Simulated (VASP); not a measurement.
# P (Cmce) in VASP: settings compared

The runs below take P through single point, with pbe exchange, lda correlation.

Everything below comes from runs of VASP 6.6.1. Logs are shortened: lines on timing, memory, paths and dates and some standing lists are left out, and cuts for length are marked.

## 1. The cell of the first run

It takes space group Cmce (No. 64, orthorhombic). The conventional cell has a = 3.273 Å, b = 10.857 Å, c = 4.513 Å, α = 90.00°, β = 90.00°, γ = 90.00°. P (site symmetry m) has 3 P at 2.19 to 2.23 Å within 2.9 Å.

## 2. Single point, pbe exchange, lda correlation (20.05 Å³/atom)

INCAR reads:

```
PREC = Accurate ; ENCUT = 500
EDIFF = 1E-6 ; ISMEAR = -1
SIGMA = 0.15 ; LREAL = False
LASPH = True ; NELM = 120
ALGO = Normal ; ISIF = 2
LWAVE = False ; LCHARG = True
GGA = LIBXC ; LIBXC1 = GGA_X_PBE
LIBXC2 = LDA_C_PW ; LELF = True
LVHAR = True ; NBANDS = 18
GGA_COMPAT = False
```

KPOINTS reads:

```
regular mesh
0
Gamma
  8 8 6
```

POSCAR reads:

```
P
1.0
    1.6366841122     -5.4283585144      0.0000000000
    1.6366841122      5.4283585144      0.0000000000
    0.0000000000      0.0000000000      4.5131404726
P
4
Direct
    0.9041431300      0.0958568700      0.5888151700
    0.0958568700      0.9041431300      0.4111848300
    0.5958568700      0.4041431300      0.0888151700
    0.4041431300      0.5958568700      0.9111848300
```

Potentials or basis: VASP PAW PBE potentials, release 64 (P).

Started as:

```bash
> cat potpaw_PBE.64/P/POTCAR > POTCAR
> mpirun -np 1 vasp_std > vasp.out
```

OUTCAR:

```text
PREC = Accurate
   ENCUT = 500
   EDIFF = 1E-6
   ISMEAR = -1
   LREAL = False
   LASPH = True
   NELM = 120
   ISIF = 2
   GGA = LIBXC

 ion  position               nearest neighbor table
   1  0.904  0.096  0.589-   4 2.19   4 2.19   2 2.23
   2  0.096  0.904  0.411-   3 2.19   3 2.19   1 2.23
   3  0.596  0.404  0.089-   2 2.19   2 2.19   4 2.23
   4  0.404  0.596  0.911-   1 2.19   1 2.19   3 2.23

  LATTYP: Found a base centered orthorhombic cell.
 ALAT       =     3.2733682244
 B/A-ratio  =     3.3166806435
 C/A-ratio  =     1.3787451222

  Lattice vectors:

 A1 = (   1.6366841122,  -5.4283585144,   0.0000000000)
 A2 = (   1.6366841122,   5.4283585144,   0.0000000000)
 A3 = (   0.0000000000,   0.0000000000,   4.5131404726)

Analysis of symmetry for initial positions (statically):
=====================================================================
 Subroutine PRICEL returns:
 Original cell was already a primitive cell.

 Routine SETGRP: Setting up the symmetry group for a
 base centered orthorhombic supercell.

 Subroutine GETGRP returns: Found  8 space group operations
 (whereof  4 operations were pure point group operations)
 out of a pool of  8 trial point group operations.

The static configuration has the point symmetry C_2h.
 The point group associated with its full space group is D_2h.

Analysis of symmetry for dynamics (positions and initial velocities):
=====================================================================
 Subroutine PRICEL returns:
 Original cell was already a primitive cell.

 Routine SETGRP: Setting up the symmetry group for a
 base centered orthorhombic supercell.

 Subroutine GETGRP returns: Found  8 space group operations
 (whereof  4 operations were pure point group operations)
 out of a pool of  8 trial point group operations.

The dynamic configuration has the point symmetry C_2h.
 The point group associated with its full space group is D_2h.

 Subroutine INISYM returns: Found  8 space group operations
 (whereof  4 operations are pure point group operations),
 and found     1 'primitive' translations

----------------------------------------------------------------------------------------

                                     Primitive cell

  volume of cell :      80.1941

  direct lattice vectors                    reciprocal lattice vectors
     1.636684112 -5.428358514  0.000000000     0.305495725 -0.092108876  0.000000000
     1.636684112  5.428358514  0.000000000     0.305495725  0.092108876  0.000000000
     0.000000000  0.000000000  4.513140473     0.000000000  0.000000000  0.221575199

  length of vectors
     5.669727599  5.669727599  4.513140473     0.319079431  0.319079431  0.221575199

  position of ions in fractional coordinates (direct lattice)
     0.904143130  0.095856870  0.588815170
     0.095856870  0.904143130  0.411184830
     0.595856870  0.404143130  0.088815170
     0.404143130  0.595856870  0.911184830

  ion indices of the primitive-cell ions
   primitive index   ion index
                 1           1
                 2           2
                 3           3
                 4           4

----------------------------------------------------------------------------------------

 KPOINTS: regular mesh

Automatic generation of k-mesh.
 Grid dimensions read from file:
 generate k-points for:    8    8    6

 Generating k-lattice:

  Cartesian coordinates                     Fractional coordinates (reciprocal lattice)
     0.038186966 -0.011513609  0.000000000     0.125000000  0.000000000  0.000000000
     0.038186966  0.011513609  0.000000000     0.000000000  0.125000000  0.000000000
     0.000000000  0.000000000  0.036929200     0.000000000  0.000000000  0.166666667

  Length of vectors
     0.039884929  0.039884929  0.036929200

  Shift w.r.t. Gamma in fractional coordinates (k-lattice)
     0.000000000  0.000000000  0.000000000

 Subroutine IBZKPT returns following result:
 ===========================================

 Found     84 irreducible k-points:

 Following reciprocal coordinates:
            Coordinates               Weight
  0.000000  0.000000  0.000000      1.000000
  0.125000  0.000000  0.000000      4.000000
  0.250000  0.000000  0.000000      4.000000
  0.375000  0.000000  0.000000      4.000000
  0.500000  0.000000  0.000000      2.000000
  0.125000  0.125000  0.000000      2.000000
[... 16 lines left out ...]
  0.125000  0.000000  0.166667      8.000000
  0.250000  0.000000  0.166667      8.000000
 [... further k-points ...]
   k-points           NKPTS =     84   k-points in BZ     NKDIM =     84   number of bands    NBANDS=     18
   number of dos      NEDOS =    301   number of ions     NIONS =      4
   total plane-waves  NPLWV =  63504
   dimension x,y,z NGX =    42 NGY =   42 NGZ =   36
   dimension x,y,z NGXF=    84 NGYF=   84 NGZF=   72
   ions per type =               4
   NGX,Y,Z   is equivalent  to a cutoff of  12.32, 12.32, 13.26 a.u.
   NGXF,Y,Z  is equivalent  to a cutoff of  24.63, 24.63, 26.52 a.u.
 SYSTEM =  unknown system
   PREC   = accura    normal or accurate (medium, high low for compatibility)
   ISTART =      0    job   : 0-new  1-cont  2-samecut
   ICHARG =      2    charge: 1-file 2-atom 10-const
   ISPIN  =      1    spin polarized calculation?
   LNONCOLLINEAR =      F non collinear calculations
   LSORBIT =      F    spin-orbit coupling
   LASPH  =      T    aspherical Exc in radial PAW
   ENCUT  =  500.0 eV  36.75 Ry    6.06 a.u.  10.34 10.34  8.23*2*pi/ulx,y,z
   NELM   =    120;   NELMIN=  2; NELMDL= -5     # of ELM steps
   EDIFF  = 0.1E-05   stopping-criterion for ELM
   LREAL  =      F    real-space projection
   EDIFFG = 0.1E-04   stopping-criterion for IOM
   NSW    =      0    number of steps for IOM
   IBRION =     -1    ionic relax: 0-MD 1-quasi-New 2-CG
   NFREE  =      0    steps in history (QN), initial steepest desc. (CG)
   ISIF   =      2    stress and relaxation
   ISYM   =      2    0-nonsym 1-usesym 2-fastsym
   POTIM  = 0.5000    time-step for ionic-motion
   TEBEG  =    0.0;   TEEND  =   0.0 temperature during run
   PSTRESS=    0.0 pullay stress
   NELECT =      20.0000    total number of electrons
   NUPDOWN=      -1.0000    fix difference up-down
   EMIN   =  10.00;   EMAX   =-10.00  energy-range for DOS
   EFERMI =   0.00;   METHOD = LEGACY
   ISMEAR =    -1;   SIGMA  =   0.15  broadening in eV -4-tet -1-fermi 0-gaus
   EFERMI_NEDOS =   21; number of points for ismear=-14 and -15
   IALGO  =     38    algorithm
   IMIX   =      4    mixing-type and parameters
     AMIX     =   0.40;   BMIX     =  1.00
     AMIX_MAG =   1.60;   BMIX_MAG =  1.00
  volume/ion in A,a.u.               =      20.05       135.29
  Fermi-wavevector in a.u.,A,eV,Ry     =   1.030475  1.947315 14.447734  1.061879
  Thomas-Fermi vector in A             =   2.164575
   LORBIT       =      0    0 simple, 1 ext, 2 COOP (PROOUT), +10 PAW based schemes
   GGA     = LIBXC    functional components
   LHFCALC =     F    Hartree Fock is set to
   AEXX    =    0.0000 exact exchange contribution
   IVDW    =     0    specifies the selected vdW correction
   LEPSILON=     F    determine dielectric tensor
   LRPA    =     F    only Hartree local field effects (RPA)
 non-spin polarized calculation
  energy-cutoff  :      500.00
  volume of cell :       80.19
 maximum number of plane-waves:      2050
 NGX is ok and might be reduce to    42
   NGX = 21   NGY = 21   NGZ = 17

 number of electron      20.0000004 magnetization

 Free energy of the ion-electron system (eV)
  ---------------------------------------------------
  ext. energy  EPLUGINS =         0.00000000
  ---------------------------------------------------
  free energy    TOTEN  =       -17.87363039 eV

  energy without entropy =      -17.86464520  energy(sigma->0) =      -17.86913780

 E-fermi :   6.0638     XC(G=0):  -9.2277

 val. band max:        6.0046920734   @ k =   0.5000   0.5000   0.0000
 cond. band min:       6.2854575321   @ k =   0.5000   0.5000   0.0000
 fundamental gap:      0.2807654587
 Fermi energy:         6.0638489794

 k-point     1 :       0.0000    0.0000    0.0000
  band No.  band energies     occupation
      1      -9.9029      2.00000
      2      -7.1490      2.00000
      3      -3.8570      2.00000
      4      -0.7409      2.00000
      5       1.0538      2.00000
      6       1.1821      2.00000
[... 10 lines left out ...]
     17      13.1429      0.00000
     18      13.6116      0.00000

 k-point     2 :       0.1250    0.0000    0.0000
  band No.  band energies     occupation
      1      -9.7097      2.00000
      2      -6.9646      2.00000
      3      -3.9485      2.00000
      4      -0.5742      2.00000
      5       0.6628      2.00000
      6       1.0330      2.00000
[... 10 lines left out ...]
     17      12.1066      0.00000
     18      13.1718      0.00000

 k-point     3 :       0.2500    0.0000    0.0000
  band No.  band energies     occupation
      1      -9.1369      2.00000
      2      -6.4119      2.00000
      3      -4.4628      2.00000
      4      -0.8312      2.00000
      5      -0.1152      2.00000
      6       0.0312      2.00000
[... 10 lines left out ...]
     17      11.7402      0.00000
     18      13.0323      0.00000

 k-point     4 :       0.3750    0.0000    0.0000
  band No.  band energies     occupation
      1      -8.2091      2.00000
      2      -5.6130      2.00000
      3      -5.4943      2.00000
      4      -2.6293      2.00000
      5      -0.0375      2.00000
      6       0.4148      2.00000
[... 375 lines left out ...]
      4      -1.0367      2.00000
      5       0.7615      2.00000
      6       1.7209      2.00000
[... 10 lines left out ...]
     17      13.4661      0.00000
     18      13.8758      0.00000

 k-point    23 :       0.1250    0.0000    0.1667
  band No.  band energies     occupation
      1      -9.5687      2.00000
      2      -7.2020      2.00000
      3      -3.8718      2.00000
      4      -0.9536      2.00000
      5       0.6624      2.00000
      6       0.8790      2.00000
[... 10 lines left out ...]
     17      12.8439      0.00000
     18      13.2849      0.00000

 k-point    24 :       0.2500    0.0000    0.1667
  band No.  band energies     occupation
      1      -9.0002      2.00000
      2      -6.6760      2.00000
      3      -4.2575      2.00000
      4      -1.2684      2.00000
      5      -0.2182      2.00000
      6       0.1827      2.00000
[... 10 lines left out ...]
     17      11.7930      0.00000
     18      13.0451      0.00000

 [... further k-points ...]
[... 5 lines left out ...]
  --------------------------------------------------------------------------------------
  -------------------------------------------------------------------------------------
  Total        5.1660886      4.1080050      4.6954529      0.0000000     -0.0000000      0.0000000
  in kB      103.2120008     82.0728108     93.8092867      0.0000000     -0.0000000      0.0000000
  external PRESSURE =      93.0313661 kB  Pullay stress =       0.0000000 kB

 VOLUME and BASIS-vectors are now :
 -----------------------------------------------------------------------------
  energy-cutoff  :      500.00
  volume of cell :       80.19
      direct lattice vectors                 reciprocal lattice vectors
     1.636684112 -5.428358514  0.000000000     0.305495725 -0.092108876  0.000000000
     1.636684112  5.428358514  0.000000000     0.305495725  0.092108876  0.000000000
     0.000000000  0.000000000  4.513140473     0.000000000  0.000000000  0.221575199

 POSITION                                       TOTAL-FORCE (eV/Angst)
 -----------------------------------------------------------------------------------
      1.63668     -4.38767      2.65741         0.000000      0.425149     -0.325662
      1.63668      4.38767      1.85573         0.000000     -0.425149      0.325662
      1.63668     -1.04069      0.40084         0.000000     -0.425149     -0.325662
      1.63668      1.04069      4.11231         0.000000      0.425149      0.325662
 -----------------------------------------------------------------------------------
    total drift:                               -0.000000     -0.000000      0.000000

  FREE ENERGIE OF THE ION-ELECTRON SYSTEM (eV)
  ---------------------------------------------------
  free  energy   TOTEN  =       -17.8736303948 eV

  energy  without entropy=      -17.8646451965  energy(sigma->0) =      -17.86913780
```

It took 68 s on 1 thread of Intel Xeon 6975P-C (Granite Rapids), shared host; peak memory 0.27 GiB.

Results:

- Free energy: -17.8736 eV
- Pressure: 9.3 GPa
- Largest force: 0.536 eV/Å
- Band gap on the k mesh: 0.28 eV

Forces in eV/Å, atoms in the order of the input:
```
P    0.000  0.425 -0.326
P    0.000 -0.425  0.326
P    0.000 -0.425 -0.326
P    0.000  0.425  0.326
```

Levels at points of the mesh, in eV from the valence-band top:
| k point | band 6 | band 7 | band 8 | band 9 | band 10 | band 11 | band 12 | band 13 | band 14 | band 15 |
| --- | --- | --- | --- | --- | --- | --- | --- | --- | --- | --- |
| (0.00, 0.00, 0.00) | -4.82 | -4.11 | -2.76 | -2.63 | -1.21 | 0.73 | 1.29 | 2.11 | 2.91 | 5.47 |
| (0.50, 0.00, 0.00) | -5.60 | -3.38 | -3.38 | -2.59 | -2.59 | 0.88 | 0.88 | 1.66 | 1.66 | 3.45 |
| (0.50, 0.50, 0.00) | -5.50 | -4.20 | -2.48 | -1.58 | 0.00 | 0.28 | 1.06 | 2.31 | 2.80 | 5.41 |
| (0.00, 0.00, 0.50) | -4.35 | -3.33 | -3.33 | -1.66 | -1.66 | 1.65 | 1.65 | 2.99 | 2.99 | 4.67 |
| (0.50, 0.00, 0.50) | -5.67 | -5.25 | -5.25 | -1.81 | -1.81 | 1.85 | 1.85 | 3.55 | 3.55 | 5.16 |
| (0.50, 0.50, 0.50) | -3.35 | -2.80 | -2.80 | -1.94 | -1.94 | 1.62 | 1.62 | 2.76 | 2.76 | 3.23 |

Caveat: the cell stands under pressure; the PAW data sets were made with another functional, which shifts forces and pressure a little. A k mesh can miss the band edges.

## 3. Single point, pbe exchange, lda correlation (20.46 Å³/atom)

This run uses another cell than the first one, of 20.46 Å³/atom.

INCAR reads:

```
SYSTEM = P
PREC = Accurate
ENCUT = 500
EDIFF = 1E-6
ISMEAR = -1
SIGMA = 0.15
LREAL = .False.
LASPH = .True.
NELM = 120
ALGO = Normal
ISIF = 2
LWAVE = .False.
LCHARG = .True.
GGA = LIBXC
LIBXC1 = GGA_X_PBE
LIBXC2 = LDA_C_PW
LELF = .True.
LVHAR = .True.
NBANDS = 18
GGA_COMPAT = .False.
```

KPOINTS reads:

```
regular mesh
0
Gamma
  8 8 6
  0 0 0
```

POSCAR reads:

```
P
1.0
    1.6477431241     -5.4650377251      0.0000000000
    1.6477431241      5.4650377251      0.0000000000
    0.0000000000      0.0000000000      4.5436355900
P
4
Direct
    0.9041431300      0.0958568700      0.5888151700
    0.0958568700      0.9041431300      0.4111848300
    0.5958568700      0.4041431300      0.0888151700
    0.4041431300      0.5958568700      0.9111848300
```

Potentials or basis: VASP PAW PBE potentials, release 64 (P).

Started as:

```bash
> cat potpaw_PBE.64/P/POTCAR > POTCAR
> mpirun -np 1 vasp_std > vasp.out
```

OUTCAR:

```text
SYSTEM = P
   PREC = Accurate
   ENCUT = 500
   EDIFF = 1E-6
   ISMEAR = -1
   LREAL = .False.
   LASPH = .True.
   NELM = 120
   ISIF = 2
   GGA = LIBXC

 ion  position               nearest neighbor table
   1  0.904  0.096  0.589-   4 2.20   4 2.20   2 2.25
   2  0.096  0.904  0.411-   3 2.20   3 2.20   1 2.25
   3  0.596  0.404  0.089-   2 2.20   2 2.20   4 2.25
   4  0.404  0.596  0.911-   1 2.20   1 2.20   3 2.25

  LATTYP: Found a base centered orthorhombic cell.
 ALAT       =     3.2954862482
 B/A-ratio  =     3.3166806435
 C/A-ratio  =     1.3787451222

  Lattice vectors:

 A1 = (   1.6477431241,  -5.4650377251,   0.0000000000)
 A2 = (   1.6477431241,   5.4650377251,   0.0000000000)
 A3 = (   0.0000000000,   0.0000000000,   4.5436355900)

Analysis of symmetry for initial positions (statically):
=====================================================================
 Subroutine PRICEL returns:
 Original cell was already a primitive cell.

 Routine SETGRP: Setting up the symmetry group for a
 base centered orthorhombic supercell.
[... 167 lines left out ...]
  ext. energy  EPLUGINS =         0.00000000
  ---------------------------------------------------
  free energy    TOTEN  =       -17.95969365 eV

  energy without entropy =      -17.95115444  energy(sigma->0) =      -17.95542405

 E-fermi :   5.8401     XC(G=0):  -9.1439

 val. band max:        5.7629210596   @ k =   0.5000   0.5000   0.0000
 cond. band min:       6.0818697783   @ k =   0.5000   0.5000   0.0000
 fundamental gap:      0.3189487187
 Fermi energy:         5.8401367880

 k-point     1 :       0.0000    0.0000    0.0000
  band No.  band energies     occupation
      1      -9.9480      2.00000
      2      -7.2577      2.00000
      3      -4.0194      2.00000
      4      -0.8348      2.00000
      5       0.7713      2.00000
      6       1.0699      2.00000
[... 481 lines left out ...]
      5      -0.3214      2.00000
      6       0.0581      2.00000
[... 10 lines left out ...]
     17      11.5593      0.00000
     18      12.8012      0.00000

 [... further k-points ...]
[... 5 lines left out ...]
  --------------------------------------------------------------------------------------
  -------------------------------------------------------------------------------------
  Total        4.1544274      3.4498204      3.9142449      0.0000000      0.0000000      0.0000000
  in kB       81.3402679     67.5446419     76.6376921      0.0000000      0.0000000      0.0000000
  external PRESSURE =      75.1742006 kB  Pullay stress =       0.0000000 kB

 VOLUME and BASIS-vectors are now :
 -----------------------------------------------------------------------------
  energy-cutoff  :      500.00
  volume of cell :       81.83
      direct lattice vectors                 reciprocal lattice vectors
     1.647743124 -5.465037725  0.000000000     0.303445357 -0.091490677  0.000000000
     1.647743124  5.465037725  0.000000000     0.303445357  0.091490677  0.000000000
     0.000000000  0.000000000  4.543635590     0.000000000  0.000000000  0.220088073

 POSITION                                       TOTAL-FORCE (eV/Angst)
 -----------------------------------------------------------------------------------
      1.64774     -4.41731      2.67536         0.000000      0.296769     -0.219236
      1.64774      4.41731      1.86827         0.000000     -0.296769      0.219236
      1.64774     -1.04772      0.40354         0.000000     -0.296769     -0.219236
      1.64774      1.04772      4.14009         0.000000      0.296769      0.219236
 -----------------------------------------------------------------------------------
    total drift:                               -0.000000     -0.000000     -0.000000

  FREE ENERGIE OF THE ION-ELECTRON SYSTEM (eV)
  ---------------------------------------------------
  free  energy   TOTEN  =       -17.9596936522 eV

  energy  without entropy=      -17.9511544422  energy(sigma->0) =      -17.95542405
```

It took 71 s on 1 thread of Intel Xeon 6975P-C (Granite Rapids), shared host; peak memory 0.26 GiB.

Results:

```
Free energy            : -17.9597 eV
Pressure               : 7.5 GPa
Largest force          : 0.369 eV/Å
Band gap on the k mesh : 0.32 eV
```

Forces in eV/Å, atoms in the order of the input:
```
P    0.000  0.297 -0.219
P    0.000 -0.297  0.219
P    0.000 -0.297 -0.219
P    0.000  0.297  0.219
```

Stress tensor (GPa, compression positive):
```
8.13 0.00 0.00
0.00 6.75 0.00
0.00 0.00 7.66
```

Caveat: the cell stands under pressure; the PAW data sets were made with another functional, which shifts forces and pressure a little.
